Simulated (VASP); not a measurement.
# Pb (Fd-3m) in VASP: notebook

Aim: see how the results for Pb move with the level of theory and the settings. Levels: PBEsol, LDA. Tasks: relaxation of cell and atoms, single point.

All numbers are computed with VASP 6.6.1; they aren't measurements. Logs are shortened: lines on timing, memory, paths and dates and some standing lists are left out, and cuts for length are marked.

## 1. The cell of the first run

It takes space group Fd-3m (No. 227, cubic). Conventional cell: a = 6.878 Å, b = 6.878 Å, c = 6.878 Å, α = 90.00°, β = 90.00°, γ = 90.00°. Pb (site symmetry -43m) has 4 Pb at 2.98 Å within 3.9 Å.

This isn't the form of Pb at room conditions, which is fcc.

## 2. Relaxation of cell and atoms, PBEsol, target pressure 30 GPa, at which the enthalpy is minimised

File INCAR:

```
ALGO = Fast ; EDIFF = 1E-6
EDIFFG = -0.01 ; ENCUT = 600
GGA = PS ; IBRION = 2
ISIF = 3 ; ISMEAR = -1
LASPH = T ; LCHARG = F
LREAL = F ; LWAVE = F
NELM = 80 ; NSW = 60
PREC = Accurate ; PSTRESS = 300.0
SIGMA = 0.05
```

File KPOINTS:

```
k-points
0
Gamma
  7 7 7
```

File POSCAR:

```
Pb
1.0
    0.0000000000      3.4390000555      3.4390000555
    3.4390000555      0.0000000000      3.4390000555
    3.4390000555      3.4390000555      0.0000000000
Pb
2
Direct
    0.2500000000      0.2500000000      0.2500000000
    0.0000000000      0.0000000000      0.0000000000
```

Potentials or basis: VASP PAW PBE potentials, release 64 (Pb_d).

Started as:

```
$ cat potpaw_PBE.64/Pb_d/POTCAR > POTCAR
$ mpirun -np 1 vasp_std > vasp.out
```

OUTCAR:

```text
EDIFF = 1E-6
   EDIFFG = -0.01
   ENCUT = 600
   GGA = PS
   IBRION = 2
   ISIF = 3
   ISMEAR = -1
   LASPH = T
   LREAL = F
   NELM = 80
   NSW = 60
   PREC = Accurate
   PSTRESS = 300.0

 ion  position               nearest neighbor table
   1  0.250  0.250  0.250-   2 2.98   2 2.98   2 2.98   2 2.98
   2  0.000  0.000  0.000-   1 2.98   1 2.98   1 2.98   1 2.98

  LATTYP: Found a face centered cubic cell.
 ALAT       =     6.8780001110

  Lattice vectors:

 A1 = (   0.0000000000,   3.4390000555,   3.4390000555)
 A2 = (   3.4390000555,   0.0000000000,   3.4390000555)
 A3 = (   3.4390000555,   3.4390000555,   0.0000000000)

Analysis of symmetry for initial positions (statically):
=====================================================================
 Subroutine PRICEL returns:
 Original cell was already a primitive cell.

 Routine SETGRP: Setting up the symmetry group for a
 face centered cubic supercell.

 Subroutine GETGRP returns: Found 48 space group operations
 (whereof 24 operations were pure point group operations)
 out of a pool of 48 trial point group operations.

The static configuration has the point symmetry T_d .
 The point group associated with its full space group is O_h .

Analysis of symmetry for dynamics (positions and initial velocities):
=====================================================================
 Subroutine PRICEL returns:
 Original cell was already a primitive cell.

 Routine SETGRP: Setting up the symmetry group for a
 face centered cubic supercell.

 Subroutine GETGRP returns: Found 48 space group operations
 (whereof 24 operations were pure point group operations)
 out of a pool of 48 trial point group operations.

The dynamic configuration has the point symmetry T_d .
 The point group associated with its full space group is O_h .

 Subroutine INISYM returns: Found 48 space group operations
 (whereof 24 operations are pure point group operations),
 and found     1 'primitive' translations

----------------------------------------------------------------------------------------

                                     Primitive cell

  volume of cell :      81.3442

  direct lattice vectors                    reciprocal lattice vectors
     0.000000000  3.439000056  3.439000056    -0.145391100  0.145391100  0.145391100
[... 91 lines left out ...]
   PSTRESS=  300.0 pullay stress
   NELECT =      28.0000    total number of electrons
   NUPDOWN=      -1.0000    fix difference up-down
   EMIN   =  10.00;   EMAX   =-10.00  energy-range for DOS
   EFERMI =   0.00;   METHOD = LEGACY
   ISMEAR =    -1;   SIGMA  =   0.05  broadening in eV -4-tet -1-fermi 0-gaus
   EFERMI_NEDOS =   21; number of points for ismear=-14 and -15
   IALGO  =     68    algorithm
   IMIX   =      4    mixing-type and parameters
     AMIX     =   0.40;   BMIX     =  1.00
     AMIX_MAG =   1.60;   BMIX_MAG =  1.00
  volume/ion in A,a.u.               =      40.67       274.47
  Fermi-wavevector in a.u.,A,eV,Ry     =   1.147322  2.168124 17.909999  1.316348
  Thomas-Fermi vector in A             =   2.284002
   LORBIT       =      0    0 simple, 1 ext, 2 COOP (PROOUT), +10 PAW based schemes
   GGA     = PS    functional components
   LHFCALC =     F    Hartree Fock is set to
   AEXX    =    0.0000 exact exchange contribution
   IVDW    =     0    specifies the selected vdW correction
   LEPSILON=     F    determine dielectric tensor
   LRPA    =     F    only Hartree local field effects (RPA)
 conjugate gradient relaxation of ions
 non-spin polarized calculation
 RMM-DIIS sequential band-by-band and
  energy-cutoff  :      600.00
  volume of cell :       81.34
 maximum number of plane-waves:      2734
   NGX = 19   NGY = 19   NGZ = 19

--------------------------------------- Ionic step        1  -------------------------------------------

 number of electron      28.0000004 magnetization

 Free energy of the ion-electron system (eV)
  ---------------------------------------------------
  ext. energy  EPLUGINS =         0.00000000
  ---------------------------------------------------
  free energy    TOTEN  =        -7.34929881 eV

  energy without entropy =       -7.34319067  energy(sigma->0) =       -7.34624474

------------------------ aborting loop because EDIFF is reached ----------------------------------------

  FORCE on cell =-STRESS in cart. coord.  units (eV):
  Direction    XX          YY          ZZ          XY          YZ          ZX
  --------------------------------------------------------------------------------------
  -------------------------------------------------------------------------------------
  Total        0.2311435      0.2311435      0.2311435     -0.0000000      0.0000000     -0.0000000
  in kB        4.5526659      4.5526659      4.5526659     -0.0000000      0.0000000     -0.0000000
  external PRESSURE =    -295.4473341 kB  Pullay stress =     300.0000000 kB
[... 441 lines left out ...]
      5       1.3696      2.00000
      6       2.2481      2.00000
[... 10 lines left out ...]
     17     324.1759      0.00000
     18     342.9721      0.00000

------------------------ aborting loop EDIFF was not reached (unconverged)  ----------------------------

  FORCE on cell =-STRESS in cart. coord.  units (eV):
  Direction    XX          YY          ZZ          XY          YZ          ZX
  --------------------------------------------------------------------------------------
  -------------------------------------------------------------------------------------
  Total      146.0273690    146.0273690    146.0273690     -0.0000000     -0.0000000      0.0000000
  in kB    11066.1528571  11066.1528571  11066.1528571     -0.0000000     -0.0000000      0.0000000
  external PRESSURE =   10766.1528571 kB  Pullay stress =     300.0000000 kB
[... 902 lines left out ...]
      5     -11.5322      2.00000
      6     -11.4667      2.00000
[... 10 lines left out ...]
     17      10.2378      0.00000
     18      16.5009      0.00000

[... ionic steps 4 to 7 ...]

--------------------------------------- Ionic step        8  -------------------------------------------

 number of electron      28.0000003 magnetization

------------------------ aborting loop because EDIFF is reached ----------------------------------------
[... 71 lines left out ...]
--------------------------------------- Ionic step       10  -------------------------------------------

 number of electron      28.0000004 magnetization

 Free energy of the ion-electron system (eV)
  ---------------------------------------------------
  ext. energy  EPLUGINS =         0.00000000
  ---------------------------------------------------
  free energy    TOTEN  =        -5.65646726 eV

  energy without entropy =       -5.65204852  energy(sigma->0) =       -5.65425789

 E-fermi :   8.3898     XC(G=0): -10.3471

 val. band max:        8.3125743326   @ k =  -0.1429   0.1429   0.0000
 cond. band min:       8.4425811562   @ k =   0.1429   0.0000   0.0000
 fundamental gap:      0.1300068236
 Fermi energy:         8.3898351865
[... 451 lines left out ...]
  energy  without entropy=       -5.6520485214  energy(sigma->0) =       -5.65425789

  enthalpy is  TOTEN    =         4.8488689624 eV   P V=       10.5053362256

 reached required accuracy - stopping structural energy minimisation
```

OSZICAR:

```text
N       E                     dE             d eps       ncg     rms          rms(c)
DAV:   1     0.288642595688E+03    0.28864E+03   -0.15166E+04   720   0.187E+03
DAV:   2     0.129094021883E+02   -0.27573E+03   -0.27231E+03   720   0.435E+02
DAV:   3    -0.676856770718E+01   -0.19678E+02   -0.19534E+02   880   0.147E+02
[... 200 lines left out ...]
RMM:   5    -0.565644948204E+01   -0.12905E-03   -0.13341E-03   938   0.420E-01    0.200E-02
RMM:   6    -0.565645900211E+01   -0.95201E-05   -0.15338E-04   860   0.158E-01    0.809E-03
RMM:   7    -0.565646554883E+01   -0.65467E-05   -0.51009E-05   871   0.695E-02    0.529E-03
RMM:   8    -0.565646725800E+01   -0.17092E-05   -0.11116E-05   654   0.336E-02    0.229E-03
RMM:   9    -0.565646726318E+01   -0.51796E-08   -0.29132E-06   495   0.235E-02
  10 F= 0.48488690E+01 E0= 0.48510783E+01  d E =-.118783E-02
```

It took 11 min on 1 thread of Intel Xeon 8259CL, shared host; peak memory 0.28 GiB.

What came out:

```
Free energy                                                : -5.6565 eV
Relaxed volume                                             : 28.05 Å³/atom
Relaxed cell                                               : a = 4.297 Å, b = 4.297 Å, c = 4.297 Å, α = 60.00°, β = 60.00°, γ = 60.00°
Space group after relaxing (to 0.1 Å)                      : Fd-3m (No. 227)
Energy change on relaxing (the run minimises the enthalpy) : +846.4 meV/atom
Ionic steps                                                : 10
Pressure after relaxing                                    : 30.0 GPa
Band gap on the k mesh                                     : zero (bands 14 and 15 overlap by 1.21 eV)
```

Step by step:
```tsv
step	energy change (eV)	largest force (eV/Å)	pressure (GPa)	volume (Å³)
1	0.0000	0.0000	0.46	81.34
2	108.5500	0.0000	1106.62	21.14
3	0.7173	0.0000	2.50	77.09
4	0.2282	0.0000	7.09	70.39
5	2.4092	0.0000	40.30	52.82
6	1.5433	0.0000	27.88	56.93
7	1.6807	0.0000	29.86	56.17
8	1.7646	0.0000	31.05	55.73
9	1.5308	0.0000	27.63	57.01
10	1.6928	0.0000	30.03	56.10
```

Final structure:
```
Pb
1.0
     0.00000    3.03848    3.03848
     3.03848    0.00000    3.03848
     3.03848    3.03848    0.00000
Pb
2
Direct
  0.25000 0.25000 0.25000
  0.00000 0.00000 0.00000
```

Levels at points of the mesh, in eV from the Fermi level:
| k point | band 11 | band 12 | band 13 | band 14 | band 15 | band 16 | band 17 | band 18 |
| --- | --- | --- | --- | --- | --- | --- | --- | --- |
| (0.00, 0.00, 0.00) | -14.04 | -1.63 | 0.66 | 0.66 | 0.66 | 2.63 | 2.63 | 2.63 |

Caveat: the cell is relaxed towards a set pressure, so the run minimises the enthalpy, not the energy; the volume moved by over 15 % at a fixed basis, so the end points are rough; the PAW data sets were made with another functional, which shifts forces and pressure a little; spin-orbit coupling is left out, which moves the levels of the heavy elements.

## 3. Single point, LDA

This run uses another cell than the first one, of 27.63 Å³/atom.

File INCAR:

```
SYSTEM = Pb
  PREC = Accurate
  ENCUT = 520
  EDIFF = 1E-6
  ISMEAR = -1
  SIGMA = 0.05
  LREAL = .False.
  LASPH = .True.
  NELM = 100
  ALGO = Normal
  ISIF = 2
  LWAVE = .False.
  LCHARG = .True.
  LELF = .True.
  LVHAR = .True.
  NBANDS = 21
```

File KPOINTS:

```
Automatic mesh
0
Gamma
  7 7 7
  0 0 0
```

File POSCAR:

```
Pb
1.0
    0.0000000000      3.0231003499      3.0231003499
    3.0231003499      0.0000000000      3.0231003499
    3.0231003499      3.0231003499      0.0000000000
Pb
2
Direct
    0.2500000000      0.2500000000      0.2500000000
    0.0000000000      0.0000000000      0.0000000000
```

Potentials or basis: VASP PAW LDA potentials, release 64 (Pb_d).

Started as:

```
$ cat potpaw_LDA.64/Pb_d/POTCAR > POTCAR
$ mpirun -np 1 vasp_std > vasp.out
```

It took 18 s on 1 thread of Intel Xeon 8259CL, shared host; peak memory 0.16 GiB.

The run converged. Its results:

```
Free energy            : -6.2643 eV
Pressure               : 30.3 GPa
Band gap on the k mesh : zero (bands 14 and 15 overlap by 1.19 eV)
```

Levels at points of the mesh, in eV from the Fermi level:
```tsv
k point	band 12	band 13	band 14	band 15	band 16	band 17
(0.00, 0.00, 0.00)	-1.53	0.68	0.68	0.68	2.63	2.63
```

Caveat: the cell stands under pressure; spin-orbit coupling is left out, which moves the levels of the heavy elements.

## 4. Single point, LDA

This run uses another cell than the first one, of 29.74 Å³/atom.

File INCAR:

```
ALGO     = Normal         # electronic algorithm
EDIFF    = 1E-7           # SCF threshold, eV
ENCUT    = 520            # plane-wave cutoff, eV
ISIF     = 2              # what is computed and relaxed
ISMEAR   = -1             # smearing method
LASPH    = True           # aspherical terms in the spheres
LCHARG   = False          # write CHGCAR
LREAL    = False          # projectors in reciprocal space
LWAVE    = False          # write WAVECAR
NBANDS   = 21             # bands
NELM     = 60             # most SCF steps
PREC     = Accurate       # precision mode
SIGMA    = 0.05           # smearing width, eV
```

File KPOINTS:

```
k-points
0
Gamma
  7 7 7
```

File POSCAR:

```
Pb
1.0
    0.0000000000      3.0982053657      3.0982053657
    3.0982053657      0.0000000000      3.0982053657
    3.0982053657      3.0982053657      0.0000000000
Pb
2
Direct
    0.2500000000      0.2500000000      0.2500000000
    0.0000000000      0.0000000000      0.0000000000
```

Started as:

```
$ cat potpaw_LDA.64/Pb_d/POTCAR > POTCAR
$ mpirun -np 1 vasp_std > vasp.out
```

It took 30 s on 1 thread of Intel Xeon 8259CL, shared host; peak memory 0.17 GiB.

The run converged. Its results:

- Free energy: -6.9246 eV
- Pressure: 20.2 GPa
- Band gap on the k mesh: zero (bands 14 and 15 overlap by 1.26 eV)

Levels at points of the mesh, in eV from the Fermi level:
```tsv
k point	band 12	band 13	band 14	band 15	band 16	band 17
(0.00, 0.00, 0.00)	-2.04	0.61	0.61	0.61	2.60	2.60
```

Caveat: the cell stands under pressure; spin-orbit coupling is left out, which moves the levels of the heavy elements.

## 5. Single point, LDA

This run uses another cell than the first one, of 32.99 Å³/atom.

File INCAR:

```
SYSTEM = Pb
ALGO = Normal
EDIFF = 1E-6
ENCUT = 520
ISIF = 2
ISMEAR = -1
LASPH = .True.
LCHARG = .False.
LREAL = .False.
LWAVE = .False.
NBANDS = 21
NELM = 100
PREC = Accurate
SIGMA = 0.05
```

File KPOINTS:

```
k-points
0
Gamma
  7 7 7
  0 0 0
```

File POSCAR:

```
Pb
1.0
    0.0000000000      3.2071578761      3.2071578761
    3.2071578761      0.0000000000      3.2071578761
    3.2071578761      3.2071578761      0.0000000000
Pb
2
Direct
    0.2500000000      0.2500000000      0.2500000000
    0.0000000000      0.0000000000      0.0000000000
```

Started as:

```
$ cat potpaw_LDA.64/Pb_d/POTCAR > POTCAR
$ mpirun -np 1 vasp_std > vasp.out
```

It took 29 s on 1 thread of Intel Xeon 8259CL, shared host; peak memory 0.18 GiB.

Results (log left out):

```
Free energy            : -7.5250 eV
Pressure               : 10.1 GPa
Band gap on the k mesh : zero (bands 14 and 15 overlap by 1.33 eV)
```

Levels at points of the mesh, in eV from the Fermi level:
```tsv
k point	band 10	band 11	band 12	band 13	band 14	band 15	band 16	band 17	band 18	band 19
(0.00, 0.00, 0.00)	-16.83	-12.60	-2.72	0.52	0.52	0.52	2.54	2.54	2.54	4.07
```

Caveat: the cell stands under pressure; spin-orbit coupling is left out, which moves the levels of the heavy elements.

(Part 1 of 2 ends here.)

The gap in the log of VASP goes by the Fermi energy; the results here count the filled bands.